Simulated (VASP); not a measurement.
# MnO2 (P-3m1) in VASP: notebook

Aim: see how the results for MnO2 move with the level of theory and the settings. Levels: PBEsol, BLYP+D3(BJ), LDA. Tasks: single point.

All numbers are computed with VASP 6.6.1; they aren't measurements. Logs are shortened: lines on timing, memory, paths and dates and some standing lists are left out, and cuts for length are marked.

### Step 1. The cell of the first run

Symmetry: P-3m1, No. 164, trigonal system. The conventional cell has a = 2.857 Å, b = 2.857 Å, c = 4.601 Å, α = 90.00°, β = 90.00°, γ = 120.00°. Mn (site symmetry -3m) has 6 O at 1.90 Å within 2.5 Å. Within 2.5 Å of O (site symmetry 3m) lie 3 Mn at 1.90 Å.

### Step 2. Single point, PBEsol, collinear spin, ferromagnetic start

INCAR

```
ALGO = Normal
EDIFF = 1E-7
ENCUT = 520
GGA = PS
ISIF = 2
ISMEAR = 0
ISPIN = 2
LASPH = T
LCHARG = F
LMAXMIX = 4
LORBIT = 11
LREAL = F
LWAVE = F
MAGMOM = 4 0 0
NBANDS = 24
NELM = 150
PREC = Accurate
SIGMA = 0.1
```

KPOINTS

```
k-points
0
Gamma
  11 11 6
```

POSCAR

```
MnO2
1.0
    2.8565781804      0.0000000000      0.0000000000
   -1.4282890902      2.4738692722      0.0000000000
    0.0000000000      0.0000000000      4.6013740589
Mn O
1 2
Direct
    0.0000000000      0.0000000000      0.5000000000
    0.3333333333      0.6666666667      0.7062925700
    0.6666666667      0.3333333333      0.2937074300
```

Potentials or basis: VASP PAW PBE potentials, release 64 (Mn_pv, O).

Started as:

```sh
> cat potpaw_PBE.64/Mn_pv/POTCAR potpaw_PBE.64/O/POTCAR > POTCAR
> mpirun -np 1 vasp_std > vasp.out
```

OUTCAR:

```text
EDIFF = 1E-7
   ENCUT = 520
   GGA = PS
   ISIF = 2
   ISMEAR = 0
   ISPIN = 2
   LASPH = T
   LORBIT = 11
   LREAL = F
   NELM = 150
   PREC = Accurate

 ion  position               nearest neighbor table
   1  0.000  0.000  0.500-   2 1.90   3 1.90   3 1.90   2 1.90   3 1.90   2 1.90
   2  0.333  0.667  0.706-   1 1.90   1 1.90   1 1.90
   3  0.667  0.333  0.294-   1 1.90   1 1.90   1 1.90

  LATTYP: Found a hexagonal cell.
 ALAT       =     2.8565781804
 C/A-ratio  =     1.6107992739

  Lattice vectors:

 A1 = (   2.8565781804,   0.0000000000,   0.0000000000)
 A2 = (  -1.4282890902,   2.4738692722,   0.0000000000)
 A3 = (   0.0000000000,   0.0000000000,   4.6013740589)

Analysis of symmetry for initial positions (statically):
=====================================================================
 Subroutine PRICEL returns:
 Original cell was already a primitive cell.

 Routine SETGRP: Setting up the symmetry group for a
 hexagonal supercell.

 Subroutine GETGRP returns: Found 12 space group operations
 (whereof 12 operations were pure point group operations)
 out of a pool of 24 trial point group operations.

The static configuration has the point symmetry D_3d.

Analysis of symmetry for dynamics (positions and initial velocities):
=====================================================================
 Subroutine PRICEL returns:
 Original cell was already a primitive cell.

 Routine SETGRP: Setting up the symmetry group for a
 hexagonal supercell.

 Subroutine GETGRP returns: Found 12 space group operations
 (whereof 12 operations were pure point group operations)
 out of a pool of 24 trial point group operations.

The dynamic configuration has the point symmetry D_3d.

Analysis of structural, dynamic, and magnetic symmetry:
=====================================================================
 Subroutine PRICEL returns:
 Original cell was already a primitive cell.

 Routine SETGRP: Setting up the symmetry group for a
 hexagonal supercell.

 Subroutine GETGRP returns: Found 12 space group operations
 (whereof 12 operations were pure point group operations)
 out of a pool of 24 trial point group operations.

The overall configuration has the point symmetry D_3d.

 Subroutine INISYM returns: Found 12 space group operations
 (whereof 12 operations are pure point group operations),
 and found     1 'primitive' translations

----------------------------------------------------------------------------------------

                                     Primitive cell

  volume of cell :      32.5170

  direct lattice vectors                    reciprocal lattice vectors
     2.856578180  0.000000000  0.000000000     0.350069187  0.202112539  0.000000000
    -1.428289090  2.473869272  0.000000000     0.000000000  0.404225078  0.000000000
     0.000000000  0.000000000  4.601374059     0.000000000  0.000000000  0.217326387

  length of vectors
     2.856578180  2.856578180  4.601374059     0.404225078  0.404225078  0.217326387

  position of ions in fractional coordinates (direct lattice)
     0.000000000  0.000000000  0.500000000
     0.333333333  0.666666667  0.706292570
     0.666666667  0.333333333  0.293707430

  ion indices of the primitive-cell ions
   primitive index   ion index
                 1           1
                 2           2
                 3           3

----------------------------------------------------------------------------------------

 KPOINTS: k-points

Automatic generation of k-mesh.
 Grid dimensions read from file:
 generate k-points for:   11   11    6

 Generating k-lattice:

  Cartesian coordinates                     Fractional coordinates (reciprocal lattice)
     0.031824472  0.018373867  0.000000000     0.090909091  0.000000000  0.000000000
     0.000000000  0.036747734  0.000000000     0.000000000  0.090909091  0.000000000
     0.000000000  0.000000000  0.036221065     0.000000000  0.000000000  0.166666667

  Length of vectors
     0.036747734  0.036747734  0.036221065

  Shift w.r.t. Gamma in fractional coordinates (k-lattice)
     0.000000000  0.000000000  0.000000000

 Subroutine IBZKPT returns following result:
 ===========================================

 Found     84 irreducible k-points:

 Following reciprocal coordinates:
            Coordinates               Weight
  0.000000  0.000000  0.000000      1.000000
  0.090909  0.000000  0.000000      6.000000
  0.181818  0.000000  0.000000      6.000000
  0.272727  0.000000  0.000000      6.000000
  0.363636  0.000000  0.000000      6.000000
  0.454545  0.000000  0.000000      6.000000
[... 16 lines left out ...]
  0.000000  0.272727  0.166667      6.000000
  0.363636  0.000000  0.166667      6.000000
 [... further k-points ...]
   k-points           NKPTS =     84   k-points in BZ     NKDIM =     84   number of bands    NBANDS=     24
   number of dos      NEDOS =    301   number of ions     NIONS =      3
   total plane-waves  NPLWV =  20736
   dimension x,y,z NGX =    24 NGY =   24 NGZ =   36
   dimension x,y,z NGXF=    48 NGYF=   48 NGZF=   72
   ions per type =               1   2
   NGX,Y,Z   is equivalent  to a cutoff of  13.97, 13.97, 13.01 a.u.
   NGXF,Y,Z  is equivalent  to a cutoff of  27.93, 27.93, 26.01 a.u.
 SYSTEM =  unknown system
   PREC   = accura    normal or accurate (medium, high low for compatibility)
   ISTART =      0    job   : 0-new  1-cont  2-samecut
   ICHARG =      2    charge: 1-file 2-atom 10-const
   ISPIN  =      2    spin polarized calculation?
   LNONCOLLINEAR =      F non collinear calculations
   LSORBIT =      F    spin-orbit coupling
   LASPH  =      T    aspherical Exc in radial PAW
   ENCUT  =  520.0 eV  38.22 Ry    6.18 a.u.   5.31  5.31  8.56*2*pi/ulx,y,z
   NELM   =    150;   NELMIN=  2; NELMDL= -5     # of ELM steps
   EDIFF  = 0.1E-06   stopping-criterion for ELM
   LREAL  =      F    real-space projection
   EDIFFG = 0.1E-05   stopping-criterion for IOM
   NSW    =      0    number of steps for IOM
   IBRION =     -1    ionic relax: 0-MD 1-quasi-New 2-CG
   NFREE  =      0    steps in history (QN), initial steepest desc. (CG)
   ISIF   =      2    stress and relaxation
   ISYM   =      2    0-nonsym 1-usesym 2-fastsym
   POTIM  = 0.5000    time-step for ionic-motion
   TEBEG  =    0.0;   TEEND  =   0.0 temperature during run
   PSTRESS=    0.0 pullay stress
   NELECT =      25.0000    total number of electrons
   NUPDOWN=      -1.0000    fix difference up-down
   EMIN   =  10.00;   EMAX   =-10.00  energy-range for DOS
   EFERMI =   0.00;   METHOD = LEGACY
   ISMEAR =     0;   SIGMA  =   0.10  broadening in eV -4-tet -1-fermi 0-gaus
   EFERMI_NEDOS =   21; number of points for ismear=-14 and -15
   IALGO  =     38    algorithm
   IMIX   =      4    mixing-type and parameters
     AMIX     =   0.40;   BMIX     =  1.00
     AMIX_MAG =   1.60;   BMIX_MAG =  1.00
  volume/ion in A,a.u.               =      10.84        73.15
  Fermi-wavevector in a.u.,A,eV,Ry     =   1.499747  2.834111 30.602787  2.249241
  Thomas-Fermi vector in A             =   2.611337
   LORBIT       =     11    0 simple, 1 ext, 2 COOP (PROOUT), +10 PAW based schemes
   GGA     = PS    functional components
   LHFCALC =     F    Hartree Fock is set to
   AEXX    =    0.0000 exact exchange contribution
   IVDW    =     0    specifies the selected vdW correction
   LEPSILON=     F    determine dielectric tensor
   LRPA    =     F    only Hartree local field effects (RPA)
 spin polarized calculation
 Gauss-broadening in eV      SIGMA  =   0.10
  energy-cutoff  :      520.00
  volume of cell :       32.52
 maximum number of plane-waves:       890
 NGX is ok and might be reduce to    24
   NGX = 11   NGY = 11   NGZ = 17

 number of electron      24.9999997 magnetization       3.0000813

 Free energy of the ion-electron system (eV)
  ---------------------------------------------------
  ext. energy  EPLUGINS =         0.00000000
  ---------------------------------------------------
  free energy    TOTEN  =       -25.05226618 eV

  energy without entropy =      -25.05226617  energy(sigma->0) =      -25.05226618

 E-fermi :   3.5529     XC(G=0): -11.0561

 val. band max:        3.2039464898   @ k =   0.0909   0.0000   0.5000
 cond. band min:       3.9023161053   @ k =   0.0000   0.0000   0.5000
 fundamental gap:      0.6983696155
 Fermi energy:         3.5529166388

 spin component 1

 k-point     1 :       0.0000    0.0000    0.0000
  band No.  band energies     occupation
      1     -47.0023      1.00000
      2     -47.0023      1.00000
      3     -46.9892      1.00000
      4     -16.4494      1.00000
      5     -14.0746      1.00000
      6      -3.1931      1.00000
[... 16 lines left out ...]
     23      26.7999      0.00000
     24      26.9636      0.00000
[... 598 lines left out ...]
      2     -47.0332      1.00000
      3     -46.9666      1.00000
      4     -15.1327      1.00000
      5     -14.4847      1.00000
      6      -3.3519      1.00000
[... 16 lines left out ...]
     23      23.9362      0.00000
     24      26.2974      0.00000

 [... further k-points ...]

 spin component 2

 k-point     1 :       0.0000    0.0000    0.0000
  band No.  band energies     occupation
      1     -43.9682      1.00000
      2     -43.9682      1.00000
      3     -43.8049      1.00000
      4     -16.2785      1.00000
      5     -13.9503      1.00000
      6      -2.3563      1.00000
[... 16 lines left out ...]
     23      27.6659      0.00000
     24      27.7470      0.00000
[... 598 lines left out ...]
      2     -44.0039      1.00000
      3     -43.7763      1.00000
      4     -14.9748      1.00000
      5     -14.3361      1.00000
      6      -2.5978      1.00000
[... 16 lines left out ...]
     23      24.6546      0.00000
     24      26.4712      0.00000

 [... further k-points ...]

------------------------ aborting loop because EDIFF is reached ----------------------------------------

  FORCE on cell =-STRESS in cart. coord.  units (eV):
  Direction    XX          YY          ZZ          XY          YZ          ZX
  --------------------------------------------------------------------------------------
  -------------------------------------------------------------------------------------
  Total       -0.3628402     -0.3628402     -0.0095732      0.0000000     -0.0000000     -0.0000000
  in kB      -17.8778597    -17.8778597     -0.4716885      0.0000000     -0.0000000     -0.0000000
  external PRESSURE =     -12.0758026 kB  Pullay stress =       0.0000000 kB

 VOLUME and BASIS-vectors are now :
 -----------------------------------------------------------------------------
  energy-cutoff  :      520.00
  volume of cell :       32.52
      direct lattice vectors                 reciprocal lattice vectors
     2.856578180  0.000000000  0.000000000     0.350069187  0.202112539  0.000000000
    -1.428289090  2.473869272  0.000000000     0.000000000  0.404225078  0.000000000
     0.000000000  0.000000000  4.601374059     0.000000000  0.000000000  0.217326387

 POSITION                                       TOTAL-FORCE (eV/Angst)
 -----------------------------------------------------------------------------------
      0.00000      0.00000      2.30069         0.000000      0.000000      0.000000
     -0.00000      1.64925      3.24992        -0.000000      0.000000     -0.080813
      1.42829      0.82462      1.35146         0.000000      0.000000      0.080813
 -----------------------------------------------------------------------------------
    total drift:                               -0.000000      0.000000      0.000000

  FREE ENERGIE OF THE ION-ELECTRON SYSTEM (eV)
  ---------------------------------------------------
  free  energy   TOTEN  =       -25.0522661769 eV

  energy  without entropy=      -25.0522661733  energy(sigma->0) =      -25.05226618

 total charge

# of ion       s       p       d       tot
------------------------------------------
    1        0.361   6.476   4.936  11.773
    2        1.577   3.398   0.000   4.975
    3        1.577   3.398   0.000   4.975
--------------------------------------------------
tot          3.515  13.271   4.936  21.723

 magnetization (x)

# of ion       s       p       d       tot
------------------------------------------
    1        0.030   0.040   2.766   2.836
    2        0.004   0.038   0.000   0.041
    3        0.004   0.038   0.000   0.041
--------------------------------------------------
tot          0.038   0.115   2.766   2.919
```

Run time: 4.3 min. Hardware: 1 thread of AMD EPYC 7R43 (Zen 3), shared host; peak memory 0.2 GiB.

What came out:

| Item | Value |
| --- | --- |
| Free energy | -25.0523 eV |
| Pressure | -1.2 GPa |
| Largest force | 0.081 eV/Å |
| Band gap on the k mesh | 0.70 eV, indirect (least direct gap 0.75 eV) |
| Net moment | 3.00 μB per cell |
| Site moments | Mn +2.84; O +0.04 μB |
| Valence electrons inside the program's atomic spheres | Mn 11.77; O 4.97 |

Forces in eV/Å, atoms in the order of the input:
```
Mn   0.000  0.000  0.000
O    0.000  0.000 -0.081
O    0.000  0.000  0.081
```

Stress tensor (GPa, compression positive):
```
-1.79  0.00  0.00
 0.00 -1.79  0.00
 0.00  0.00 -0.05
```

Levels at points of the mesh, in eV from the valence-band top:
Spin up:
```csv
k point,band 10,band 11,band 12,band 13,band 14,band 15,band 16,band 17,band 18,band 19
"(0.00, 0.00, 0.00)",-2.42,-1.47,-1.47,-1.23,-0.37,2.81,2.81,6.96,10.16,14.65
"(0.00, 0.00, 0.50)",-2.42,-2.42,-1.52,-1.52,-0.06,2.86,2.86,9.04,9.30,13.36
```
Spin down:
```
           k point  band 7  band 8  band 9  band 10  band 11  band 12  band 13  band 14  band 15  band 16
(0.00, 0.00, 0.00)   -5.12   -5.12   -1.39    -1.39    -1.05     0.71     0.71     2.33     4.17     4.17
(0.00, 0.00, 0.50)   -5.10   -4.66   -2.41    -1.44    -1.44     0.70     0.70     2.47     4.22     4.22
```

Caveat: the PAW data sets were made with another functional, which shifts forces and pressure a little; a cell with one magnetic atom can't hold antiferromagnetic order, which such compounds often take.

### Step 3. Single point, BLYP+D3(BJ), collinear spin, ferromagnetic start

INCAR

```
PREC     = Accurate       # precision mode
ENCUT    = 520            # plane-wave cutoff, eV
EDIFF    = 1E-7           # SCF threshold, eV
ISMEAR   = 0              # smearing method
SIGMA    = 0.1            # smearing width, eV
LREAL    = False          # projectors in reciprocal space
LASPH    = True           # aspherical terms in the spheres
NELM     = 150            # most SCF steps
ALGO     = Normal         # electronic algorithm
ISIF     = 2              # what is computed and relaxed
LWAVE    = False          # write WAVECAR
LCHARG   = False          # write CHGCAR
ISPIN    = 2              # spin polarisation
MAGMOM   = 4 0 0          # initial moments
LORBIT   = 11             # projections on sites
LMAXMIX  = 4              # l up to which the mixer works
GGA      = B5             # functional
ALDAX    = 1.0          
AGGAX    = 1.0          
AGGAC    = 1.0          
ALDAC    = 0.0          
IVDW     = 12             # dispersion correction
VDW_S6   = 1.0          
VDW_S8   = 2.6996       
VDW_A1   = 0.4298       
VDW_A2   = 4.2359       
NBANDS   = 24             # bands
```

KPOINTS

```
Automatic mesh
0
Gamma
  11 11 6
```

POSCAR is that of step 2.

Potentials or basis: VASP PAW PBE potentials, release 64 (Mn_pv, O).

Started as:

```sh
> cat potpaw_PBE.64/Mn_pv/POTCAR potpaw_PBE.64/O/POTCAR > POTCAR
> mpirun -np 1 vasp_std > vasp.out
```

It took 3.5 min on 1 thread of AMD EPYC 7R43 (Zen 3), shared host; peak memory 0.21 GiB.

It converged, with:

| Property | Result |
| --- | --- |
| Free energy | -23.3318 eV |
| Pressure | 6.9 GPa |
| Largest force | 0.582 eV/Å |
| Band gap on the k mesh | 0.68 eV, indirect (least direct gap 0.72 eV) |
| Net moment | 3.00 μB per cell |
| Site moments | Mn +2.79; O +0.07 μB |
| Valence electrons inside the program's atomic spheres | Mn 11.74; O 5.01 |
| Dispersion energy per atom | -0.278 eV |

Forces on the atoms (eV/Å):
```
Mn   0.000  0.000  0.000
O    0.000  0.000  0.582
O    0.000  0.000 -0.582
```

Stress tensor (GPa, compression positive):
```
8.60 0.00 0.00
0.00 8.60 0.00
0.00 0.00 3.41
```

Levels at points of the mesh, in eV from the valence-band top:
Spin up:
```tsv
k point	band 11	band 12	band 13	band 14	band 15	band 16	band 17	band 18
(0.00, 0.00, 0.00)	-1.41	-1.41	-1.19	-0.38	2.89	2.89	7.35	10.72
(0.00, 0.00, 0.50)	-2.39	-1.46	-1.46	-0.05	2.94	2.94	9.40	9.72
```
Spin down:
```tsv
k point	band 7	band 8	band 9	band 10	band 11	band 12	band 13	band 14	band 15	band 16
(0.00, 0.00, 0.00)	-5.03	-5.03	-1.32	-1.32	-0.96	0.68	0.68	2.28	4.12	4.12
(0.00, 0.00, 0.50)	-5.01	-4.50	-2.31	-1.36	-1.36	0.68	0.68	2.43	4.17	4.17
```

Caveat: the PAW data sets were made with another functional, which shifts forces and pressure a little; a cell with one magnetic atom can't hold antiferromagnetic order, which such compounds often take. As with any semilocal functional, this BLYP gap is likely too small.

### Step 4. Single point, LDA, collinear spin, ferromagnetic start

This run uses another cell than the first one, of 10.01 Å³/atom, 0.924 times its volume.

INCAR

```
SYSTEM = MnO2
PREC = Accurate
ENCUT = 520
EDIFF = 1E-7
ISMEAR = -1
SIGMA = 0.05
LREAL = .FALSE.
LASPH = .TRUE.
NELM = 150
ALGO = Normal
ISIF = 2
LWAVE = .FALSE.
LCHARG = .TRUE.
ISPIN = 2
MAGMOM = 4 0 0
LORBIT = 11
LMAXMIX = 4
GGA = CA
LELF = .TRUE.
LVHAR = .TRUE.
NBANDS = 24
```

KPOINTS

```
regular mesh
0
G
  11 11 6
  0 0 0
```

POSCAR

```
MnO2
1.0
    2.8138911508      0.0000000000      0.0000000000
   -1.4069455754      2.4369012200      0.0000000000
    0.0000000000      0.0000000000      4.3806008853
Mn O
1 2
Direct
    0.0000000000      0.0000000000      0.5000000000
    0.3333333333      0.6666666667      0.7144707113
    0.6666666667      0.3333333333      0.2855292887
```

Potentials or basis: VASP PAW LDA potentials, release 64 (Mn_pv, O).

Started as:

```sh
> cat potpaw_LDA.64/Mn_pv/POTCAR potpaw_LDA.64/O/POTCAR > POTCAR
> mpirun -np 1 vasp_std > vasp.out
```

Wall time 77 s (1 thread of AMD EPYC 9R45 (Zen 5), shared host); peak memory 0.18 GiB.

The run converged. Its results:

- Free energy: -26.1508 eV
- Pressure: 1.3 GPa
- Largest force: 0.109 eV/Å
- Band gap on the k mesh: 0.12 eV, indirect (least direct gap 0.15 eV)
- Net moment: 2.99 μB per cell
- Site moments: Mn +2.74; O +0.08 μB
- Valence electrons inside the program's atomic spheres: Mn 11.89; O 4.99

Forces on the atoms (eV/Å):
```
Mn   0.000  0.000  0.000
O    0.000  0.000  0.109
O    0.000  0.000 -0.109
```

Stress tensor (GPa, compression positive):
```
1.50 0.00 0.00
0.00 1.50 0.00
0.00 0.00 0.81
```

Levels at points of the mesh, in eV from the valence-band top:
Spin up:
```csv
k point,band 10,band 11,band 12,band 13,band 14,band 15,band 16,band 17,band 18,band 19
"(0.00, 0.00, 0.00)",-2.50,-1.87,-1.87,-1.49,-0.44,2.68,2.68,7.10,10.09,15.38
"(0.00, 0.00, 0.50)",-2.51,-2.51,-1.94,-1.94,-0.04,2.77,2.77,9.15,9.67,13.76
```
Spin down:
| k point | band 9 | band 10 | band 11 | band 12 | band 13 | band 14 |
| --- | --- | --- | --- | --- | --- | --- |
| (0.00, 0.00, 0.00) | -1.69 | -1.69 | -1.24 | 0.13 | 0.13 | 1.88 |
| (0.00, 0.00, 0.50) | -3.04 | -1.76 | -1.76 | 0.12 | 0.12 | 2.08 |

Caveat: a cell with one magnetic atom can't hold antiferromagnetic order, which such compounds often take.

### Step 5. Overview

```tsv
level	potentials or basis	cell	smearing	gap on the mesh (eV)	pressure (GPa)	moment (μB)	largest force (eV/Å)
PBEsol	VASP PAW PBE potentials, release 64 (Mn_pv, O)	a = 2.857, b = 2.857, c = 4.601 Å, angles 90.0, 90.0, 120.0°, 3 atoms	gaussian 0.1 eV	0.70	-1.2	3.00	0.08
BLYP+D3(BJ)	VASP PAW PBE potentials, release 64 (Mn_pv, O)	a = 2.857, b = 2.857, c = 4.601 Å, angles 90.0, 90.0, 120.0°, 3 atoms	gaussian 0.1 eV	0.68	6.9	3.00	0.58
LDA	VASP PAW LDA potentials, release 64 (Mn_pv, O)	a = 2.814, b = 2.814, c = 4.381 Å, angles 90.0, 90.0, 120.0°, 3 atoms	fermi-dirac 0.05 eV	0.12	1.3	2.99	0.11
```

Alike in all rows: task single point; spin collinear, ferromagnetic start; k mesh 11 × 11 × 6; cutoff (eV) 520.

Caveats: a cell with one magnetic atom can't hold antiferromagnetic order, which such compounds often take; the PAW data sets were made with another functional, which shifts forces and pressure a little (some runs).

Absolute energies hang on the potentials; compare differences alone.
